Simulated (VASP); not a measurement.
# AlNi (Cm) in VASP: notebook

The runs below take AlNi through single point, with PBE.

Everything below comes from runs of VASP 6.6.1. Logs are shortened: lines on timing, memory, paths and dates and some standing lists are left out, and cuts for length are marked.

## Step 1: The cell of the first run

Symmetry: Cm, No. 8, monoclinic system. Conventional cell: a = 4.091 Å, b = 4.091 Å, c = 9.972 Å, α = 90.00°, β = 97.86°, γ = 90.00°. Within 3.3 Å of Al (site symmetry m) lie 8 Ni at 2.51 Å and 5 Al at 2.89 Å. Al (site symmetry m) has 5 Ni at 2.51 to 2.73 Å and 5 Al at 2.89 Å within 3.3 Å. Al (site symmetry m) has 8 Ni at 2.51 Å and 6 Al at 2.89 Å within 3.3 Å. Ni (site symmetry m) has 5 Al at 2.51 to 2.73 Å and 5 Ni at 2.89 Å within 3.3 Å. Within 3.3 Å of Ni (site symmetry m) lie 8 Al at 2.51 Å and 5 Ni at 2.89 Å. Ni (site symmetry m) has 8 Al at 2.51 Å and 6 Ni at 2.89 Å within 3.3 Å.

## Step 2: Single point, PBE

INCAR

```
  PREC = Accurate
  ENCUT = 520
  EDIFF = 1E-6
  ISMEAR = 0
  SIGMA = 0.15
  LREAL = F
  LASPH = T
  NELM = 80
  ALGO = Fast
  ISIF = 2
  LWAVE = F
  LCHARG = T
  GGA = PE
  LELF = T
  LVHAR = T
  NBANDS = 28
```

KPOINTS

```
regular mesh
0
Gamma
  15 15 5
```

POSCAR

```
AlNi
1.0
    0.0000000000     -2.8927237813      0.0000000000
    0.0000000000      0.0000000000     -2.8927237813
    9.8781713440     -0.9642412604     -0.9642412604
Al Ni
3 3
Direct
    0.7803699935     -0.2196300065      0.6588900194
    0.9755966659     -0.0244033341      0.0732100022
    0.8779833297     -0.1220166703      0.3660500108
    0.2315633254      0.2315633254      0.8053100237
    0.4267899978      0.4267899978      0.2196300065
    0.3291766616      0.3291766616      0.5124700151
```

Potentials or basis: VASP PAW PBE potentials, release 64 (Al, Ni).

Launch:

```console
$ cat potpaw_PBE.64/Al/POTCAR potpaw_PBE.64/Ni/POTCAR > POTCAR
$ mpirun -np 1 vasp_std > vasp.out
```

OUTCAR:

```text
PREC = Accurate
   ENCUT = 520
   EDIFF = 1E-6
   ISMEAR = 0
   LREAL = F
   LASPH = T
   NELM = 80
   ISIF = 2
   GGA = PE

 ion  position               nearest neighbor table
   1  0.780  0.780  0.659-   6 2.51   4 2.51   6 2.51   6 2.51   4 2.51   4 2.51   6 2.51   4 2.51
                             3 2.89
   2  0.976  0.976  0.073-   5 2.51   5 2.51   5 2.51   5 2.51   4 2.73   3 2.89
   3  0.878  0.878  0.366-   6 2.51   5 2.51   6 2.51   6 2.51   5 2.51   5 2.51   6 2.51   5 2.51
                             1 2.89   2 2.89
   4  0.232  0.232  0.805-   1 2.51   1 2.51   1 2.51   1 2.51   2 2.73   6 2.89
   5  0.427  0.427  0.220-   2 2.51   3 2.51   2 2.51   2 2.51   3 2.51   3 2.51   2 2.51   3 2.51
                             6 2.89
   6  0.329  0.329  0.512-   1 2.51   3 2.51   3 2.51   1 2.51   3 2.51   1 2.51   3 2.51   1 2.51
                             5 2.89   4 2.89

  LATTYP: Found a base centered monoclinic cell.
 ALAT       =     4.0909292037
 B/A-ratio  =     1.0000000000
 C/A-ratio  =     2.4375513381
 COS(beta)  =    -0.1367492566

  Lattice vectors:

 A1 = (   0.0000000000,   2.8927237813,   0.0000000000)
 A2 = (   0.0000000000,   0.0000000000,   2.8927237813)
 A3 = (   9.8781713440,  -0.9642412604,  -0.9642412604)

Analysis of symmetry for initial positions (statically):
=====================================================================
 Subroutine PRICEL returns:
 Original cell was already a primitive cell.

 Routine SETGRP: Setting up the symmetry group for a
 base centered monoclinic supercell.

 Subroutine GETGRP returns: Found  2 space group operations
 (whereof  2 operations were pure point group operations)
 out of a pool of  4 trial point group operations.

The static configuration has the point symmetry C_1h.

Analysis of symmetry for dynamics (positions and initial velocities):
=====================================================================
 Subroutine PRICEL returns:
 Original cell was already a primitive cell.

 Routine SETGRP: Setting up the symmetry group for a
 base centered monoclinic supercell.

 Subroutine GETGRP returns: Found  2 space group operations
 (whereof  2 operations were pure point group operations)
 out of a pool of  4 trial point group operations.

The dynamic configuration has the point symmetry C_1h.

 Subroutine INISYM returns: Found  2 space group operations
 (whereof  2 operations are pure point group operations),
 and found     1 'primitive' translations

----------------------------------------------------------------------------------------

                                     Primitive cell

  volume of cell :      82.6591

  direct lattice vectors                    reciprocal lattice vectors
     0.000000000 -2.892723781  0.000000000    -0.033744437 -0.345694949  0.000000000
     0.000000000  0.000000000 -2.892723781    -0.033744437  0.000000000 -0.345694949
     9.878171344 -0.964241260 -0.964241260     0.101233312  0.000000000  0.000000000

  length of vectors
     2.892723781  2.892723781  9.971849955     0.347337998  0.347337998  0.101233312

  position of ions in fractional coordinates (direct lattice)
     0.780369994  0.780369994  0.658890019
     0.975596666  0.975596666  0.073210002
     0.877983330  0.877983330  0.366050011
     0.231563325  0.231563325  0.805310024
     0.426789998  0.426789998  0.219630006
     0.329176662  0.329176662  0.512470015

  ion indices of the primitive-cell ions
   primitive index   ion index
                 1           1
                 2           2
                 3           3
                 4           4
                 5           5
                 6           6

----------------------------------------------------------------------------------------

 KPOINTS: regular mesh

Automatic generation of k-mesh.
 Grid dimensions read from file:
 generate k-points for:   15   15    5

 Generating k-lattice:

  Cartesian coordinates                     Fractional coordinates (reciprocal lattice)
    -0.002249629 -0.023046330  0.000000000     0.066666667  0.000000000  0.000000000
    -0.002249629  0.000000000 -0.023046330     0.000000000  0.066666667  0.000000000
     0.020246662  0.000000000  0.000000000     0.000000000  0.000000000  0.200000000

  Length of vectors
     0.023155867  0.023155867  0.020246662

  Shift w.r.t. Gamma in fractional coordinates (k-lattice)
     0.000000000  0.000000000  0.000000000

 Subroutine IBZKPT returns following result:
 ===========================================

 Found    304 irreducible k-points:

 Following reciprocal coordinates:
            Coordinates               Weight
  0.000000  0.000000  0.000000      1.000000
  0.066667  0.000000  0.000000      4.000000
  0.133333  0.000000  0.000000      4.000000
  0.200000  0.000000  0.000000      4.000000
  0.266667  0.000000  0.000000      4.000000
  0.333333  0.000000  0.000000      4.000000
[... 16 lines left out ...]
  0.133333  0.133333  0.000000      2.000000
  0.200000  0.133333  0.000000      4.000000
 [... further k-points ...]
   k-points           NKPTS =    304   k-points in BZ     NKDIM =    304   number of bands    NBANDS=     28
   number of dos      NEDOS =    301   number of ions     NIONS =      6
   total plane-waves  NPLWV =  46080
   dimension x,y,z NGX =    24 NGY =   24 NGZ =   80
   dimension x,y,z NGXF=    48 NGYF=   48 NGZF=  160
   ions per type =               3   3
   NGX,Y,Z   is equivalent  to a cutoff of  13.79, 13.79, 13.34 a.u.
   NGXF,Y,Z  is equivalent  to a cutoff of  27.59, 27.59, 26.67 a.u.
 SYSTEM =  unknown system
   PREC   = accura    normal or accurate (medium, high low for compatibility)
   ISTART =      0    job   : 0-new  1-cont  2-samecut
   ICHARG =      2    charge: 1-file 2-atom 10-const
   ISPIN  =      1    spin polarized calculation?
   LNONCOLLINEAR =      F non collinear calculations
   LSORBIT =      F    spin-orbit coupling
   LASPH  =      T    aspherical Exc in radial PAW
   ENCUT  =  520.0 eV  38.22 Ry    6.18 a.u.   5.38  5.38 18.54*2*pi/ulx,y,z
   NELM   =     80;   NELMIN=  2; NELMDL= -5     # of ELM steps
   EDIFF  = 0.1E-05   stopping-criterion for ELM
   LREAL  =      F    real-space projection
   EDIFFG = 0.1E-04   stopping-criterion for IOM
   NSW    =      0    number of steps for IOM
   IBRION =     -1    ionic relax: 0-MD 1-quasi-New 2-CG
   NFREE  =      0    steps in history (QN), initial steepest desc. (CG)
   ISIF   =      2    stress and relaxation
   ISYM   =      2    0-nonsym 1-usesym 2-fastsym
   POTIM  = 0.5000    time-step for ionic-motion
   TEBEG  =    0.0;   TEEND  =   0.0 temperature during run
   PSTRESS=    0.0 pullay stress
   NELECT =      39.0000    total number of electrons
   NUPDOWN=      -1.0000    fix difference up-down
   EMIN   =  10.00;   EMAX   =-10.00  energy-range for DOS
   EFERMI =   0.00;   METHOD = LEGACY
   ISMEAR =     0;   SIGMA  =   0.15  broadening in eV -4-tet -1-fermi 0-gaus
   EFERMI_NEDOS =   21; number of points for ismear=-14 and -15
   IALGO  =     68    algorithm
   IMIX   =      4    mixing-type and parameters
     AMIX     =   0.40;   BMIX     =  1.00
     AMIX_MAG =   1.60;   BMIX_MAG =  1.00
  volume/ion in A,a.u.               =      13.78        92.97
  Fermi-wavevector in a.u.,A,eV,Ry     =   1.274480  2.408417 22.099918  1.624298
  Thomas-Fermi vector in A             =   2.407245
   LORBIT       =      0    0 simple, 1 ext, 2 COOP (PROOUT), +10 PAW based schemes
   GGA     = PE    functional components
   LHFCALC =     F    Hartree Fock is set to
   AEXX    =    0.0000 exact exchange contribution
   IVDW    =     0    specifies the selected vdW correction
   LEPSILON=     F    determine dielectric tensor
   LRPA    =     F    only Hartree local field effects (RPA)
 non-spin polarized calculation
 RMM-DIIS sequential band-by-band and
 Gauss-broadening in eV      SIGMA  =   0.15
  energy-cutoff  :      520.00
  volume of cell :       82.66
 maximum number of plane-waves:      2251
 NGX is ok and might be reduce to    24
   NGX = 11   NGY = 11   NGZ = 37

 number of electron      38.9999993 magnetization

 Free energy of the ion-electron system (eV)
  ---------------------------------------------------
  ext. energy  EPLUGINS =         0.00000000
  ---------------------------------------------------
  free energy    TOTEN  =       -30.32264338 eV

  energy without entropy =      -30.28982583  energy(sigma->0) =      -30.30623460

 E-fermi :   8.1448     XC(G=0): -11.2851

 val. band max:        8.1420193179   @ k =  -0.0667   0.0667   0.2000
 cond. band min:       8.1475392170   @ k =  -0.4667   0.4000   0.0000
 fundamental gap:      0.0055198990
 Fermi energy:         8.1447610632

 k-point     1 :       0.0000    0.0000    0.0000
  band No.  band energies     occupation
      1      -2.4981      2.00000
      2      -1.0570      2.00000
      3       0.2845      2.00000
      4       3.3108      2.00000
      5       4.1753      2.00000
      6       5.0508      2.00000
[... 20 lines left out ...]
     27      16.2604      0.00000
     28      16.5343      0.00000

 k-point     2 :       0.0667    0.0000    0.0000
  band No.  band energies     occupation
      1      -2.4173      2.00000
      2      -0.9811      2.00000
      3       0.3585      2.00000
      4       3.3663      2.00000
      5       4.2230      2.00000
      6       5.0526      2.00000
[... 20 lines left out ...]
     27      15.7279      0.00000
     28      16.8935      0.00000

 k-point     3 :       0.1333    0.0000    0.0000
  band No.  band energies     occupation
      1      -2.1758      2.00000
      2      -0.7548      2.00000
      3       0.5781      2.00000
      4       3.5293      2.00000
      5       4.3564      2.00000
      6       5.0400      2.00000
[... 20 lines left out ...]
     27      15.8130      0.00000
     28      16.6289      0.00000

 k-point     4 :       0.2000    0.0000    0.0000
  band No.  band energies     occupation
      1      -1.7771      2.00000
      2      -0.3822      2.00000
      3       0.9352      2.00000
      4       3.7879      2.00000
      5       4.5446      2.00000
      6       4.9503      2.00000
[... 578 lines left out ...]
     27      15.4540      0.00000
     28      17.1582      0.00000

 k-point    23 :       0.1333    0.1333    0.0000
  band No.  band energies     occupation
      1      -1.8550      2.00000
      2      -0.4684      2.00000
      3       0.8873      2.00000
      4       3.6938      2.00000
      5       4.5582      2.00000
      6       5.0730      2.00000
[... 20 lines left out ...]
     27      14.5726      0.00000
     28      15.5432      0.00000

 k-point    24 :       0.2000    0.1333    0.0000
  band No.  band energies     occupation
      1      -1.4600      2.00000
      2      -0.1060      2.00000
      3       1.2448      2.00000
      4       3.9266      2.00000
      5       4.7371      2.00000
      6       5.0338      2.00000
[... 20 lines left out ...]
     27      14.9954      0.00000
     28      15.2687      0.00000

 [... further k-points ...]
[... 5 lines left out ...]
  --------------------------------------------------------------------------------------
  -------------------------------------------------------------------------------------
  Total       -3.3500899     -2.4932348     -2.4932348      0.1713691      0.0496725      0.1713694
  in kB      -64.9346577    -48.3262695    -48.3262695      3.3216401      0.9628005      3.3216463
  external PRESSURE =     -53.8623989 kB  Pullay stress =       0.0000000 kB

 VOLUME and BASIS-vectors are now :
 -----------------------------------------------------------------------------
  energy-cutoff  :      520.00
  volume of cell :       82.66
      direct lattice vectors                 reciprocal lattice vectors
     0.000000000 -2.892723781  0.000000000    -0.033744437 -0.345694949  0.000000000
     0.000000000  0.000000000 -2.892723781    -0.033744437  0.000000000 -0.345694949
     9.878171344 -0.964241260 -0.964241260     0.101233312  0.000000000  0.000000000

 POSITION                                       TOTAL-FORCE (eV/Angst)
 -----------------------------------------------------------------------------------
      6.50863     -2.89272     -2.89272         0.695850     -0.035552     -0.035552
      0.72318     -2.89272     -2.89272        -0.924706      0.018608      0.018608
      3.61590     -2.89272     -2.89272         0.067837      0.006161      0.006161
      7.95499     -1.44636     -1.44636         0.347816      0.028885      0.028885
      2.16954     -1.44636     -1.44636        -0.040596     -0.008979     -0.008979
      5.06227     -1.44636     -1.44636        -0.146202     -0.009122     -0.009122
 -----------------------------------------------------------------------------------
    total drift:                                0.001304     -0.000153     -0.000153

  FREE ENERGIE OF THE ION-ELECTRON SYSTEM (eV)
  ---------------------------------------------------
  free  energy   TOTEN  =       -30.3226433751 eV

  energy  without entropy=      -30.2898258277  energy(sigma->0) =      -30.30623460
```

Run time: 15 min. Hardware: 1 thread of Oxide Virtual Turin-like, shared host; peak memory 0.6 GiB.

Results:

* Free energy: -30.3226 eV
* Pressure: -5.4 GPa
* Largest force: 0.925 eV/Å

Forces on the atoms (eV/Å):
```
Al   0.696 -0.036 -0.036
Al  -0.925  0.019  0.019
Al   0.068  0.006  0.006
Ni   0.348  0.029  0.029
Ni  -0.041 -0.009 -0.009
Ni  -0.146 -0.009 -0.009
```

Stress tensor (GPa, compression positive):
```
-6.49  0.33  0.33
 0.33 -4.83  0.10
 0.33  0.10 -4.83
```

## Step 3: Single point, PBE

INCAR

```
SYSTEM = AlNi
PREC = Accurate
ENCUT = 520
EDIFF = 1E-7
ISMEAR = 0
SIGMA = 0.15
LREAL = .False.
LASPH = .True.
NELM = 80
ALGO = Fast
ISIF = 2
LWAVE = .False.
LCHARG = .False.
GGA = PE
NBANDS = 28
```

KPOINTS

```
regular mesh
0
Gamma
  15 15 5
  0 0 0
```

POSCAR

```
AlNi
1.0
    0.0000000000     -2.8927237813      0.0000000000
    0.0000000000      0.0000000000     -2.8927237813
    9.8781713440     -0.2410603151     -0.2410603151
Al Ni
3 3
Direct
    0.9450924984     -0.0549075016      0.6588900194
    0.9938991665     -0.0061008335      0.0732100022
    0.9694958324     -0.0305041676      0.3660500108
    0.4328908314      0.4328908314      0.8053100237
    0.4816974995      0.4816974995      0.2196300065
    0.4572941654      0.4572941654      0.5124700151
```

Potentials or basis: VASP PAW PBE potentials, release 64 (Al, Ni).

Launch:

```console
$ cat potpaw_PBE.64/Al/POTCAR potpaw_PBE.64/Ni/POTCAR > POTCAR
$ mpirun -np 1 vasp_std > vasp.out
```

Run time: 17 min. Hardware: 1 thread of Oxide Virtual Turin-like, shared host; peak memory 0.61 GiB.

The run converged. Its results:

```
Free energy   : -30.3178 eV
Pressure      : -6.4 GPa
Largest force : 0.998 eV/Å
```

Forces on the atoms (eV/Å):
```
Al   0.732 -0.018 -0.018
Al  -0.998 -0.014 -0.014
Al   0.082  0.004  0.004
Ni   0.516  0.040  0.040
Ni  -0.204 -0.007 -0.007
Ni  -0.128 -0.004 -0.004
```

Stress tensor (GPa, compression positive):
```
-8.05  0.06  0.06
 0.06 -5.55  0.03
 0.06  0.03 -5.55
```

Levels at points of the mesh, in eV from the Fermi level:
| k point | band 16 | band 17 | band 18 | band 19 | band 20 | band 21 | band 22 | band 23 |
| --- | --- | --- | --- | --- | --- | --- | --- | --- |
| (0.00, 0.00, 0.00) | -1.35 | -1.04 | -1.04 | -0.69 | -0.28 | 3.50 | 5.29 | 5.89 |

Spin polarisation is off, so any magnetic state and its effect on volume and gap are missing.

## Step 4: Single point, PBE

This run uses another cell than the first one, of 12.10 Å³/atom, 0.879 times its volume.

INCAR

```
  PREC = Accurate
  ENCUT = 520
  EDIFF = 1E-7
  ISMEAR = 0
  SIGMA = 0.15
  LREAL = False
  LASPH = True
  NELM = 80
  ALGO = Fast
  ISIF = 2
  LWAVE = False
  LCHARG = False
  GGA = PE
  NBANDS = 28
```

KPOINTS

```
regular mesh
0
Gamma
  15 15 5
```

POSCAR

```
AlNi
1.0
    0.0000000000     -2.8927237813      0.0000000000
    0.0000000000      0.0000000000     -2.8927237813
    8.6781713440     -0.9642412604     -0.9642412604
Al Ni
3 3
Direct
    0.7500000000     -0.2500000000      0.7500000000
    0.9722222222     -0.0277777778      0.0833333333
    0.8611111111     -0.1388888889      0.4166666667
    0.1944444444      0.1944444444      0.9166666667
    0.4166666667      0.4166666667      0.2500000000
    0.3055555556      0.3055555556      0.5833333333
```

Launch:

```console
$ cat potpaw_PBE.64/Al/POTCAR potpaw_PBE.64/Ni/POTCAR > POTCAR
$ mpirun -np 1 vasp_std > vasp.out
```

Wall time 16 min (1 thread of Oxide Virtual Turin-like, shared host); peak memory 0.54 GiB.

The run converged. Its results:

* Free energy: -26.0902 eV
* Pressure: 22.2 GPa
* Largest force: 19.341 eV/Å

Forces on the atoms (eV/Å):
```
Al    0.118  -0.171  -0.171
Al   16.946   6.232   6.232
Al   -0.015   0.036   0.036
Ni  -17.224  -6.222  -6.222
Ni    0.310   0.154   0.154
Ni   -0.136  -0.029  -0.029
```

Stress tensor (GPa, compression positive):
```
56.91 22.06 22.06
22.06  4.85  6.92
22.06  6.92  4.85
```

Levels at points of the mesh, in eV from the Fermi level:
```csv
k point,band 17,band 18,band 19,band 20,band 21,band 22
"(0.00, 0.00, 0.00)",-1.50,-1.48,-0.76,-0.13,5.45,5.90
```

Caveat: forces of over 1 eV/Å act on the atoms, so gaps and moduli don't describe the material at rest.

## Step 5: Overview

```csv
cell,further INCAR settings,gap on the mesh (eV),pressure (GPa),largest force (eV/Å)
"a = 2.893, b = 2.893, c = 9.972 Å, angles 84.5, 84.5, 90.0°, 6 atoms",ALGO = Fast; EDIFF = 1e-06; NBANDS = 28,none,-5.4,0.93
"a = 2.893, b = 2.893, c = 9.884 Å, angles 88.6, 88.6, 90.0°, 6 atoms",ALGO = Fast; EDIFF = 1e-07; NBANDS = 28,none,-6.4,1.00
"a = 2.893, b = 2.893, c = 8.785 Å, angles 83.7, 83.7, 90.0°, 6 atoms",ALGO = Fast; EDIFF = 1e-07; NBANDS = 28,none,22.2,19.34
```

Alike in all rows: task single point; level PBE; potentials or basis VASP PAW PBE potentials, release 64 (Al, Ni); no spin polarisation; k mesh 15 × 15 × 5; cutoff (eV) 520; smearing gaussian 0.15 eV.

Caveats: forces of over 1 eV/Å act on the atoms, so gaps and moduli don't describe the material at rest (some runs).

Absolute energies hang on the potentials; compare differences alone.
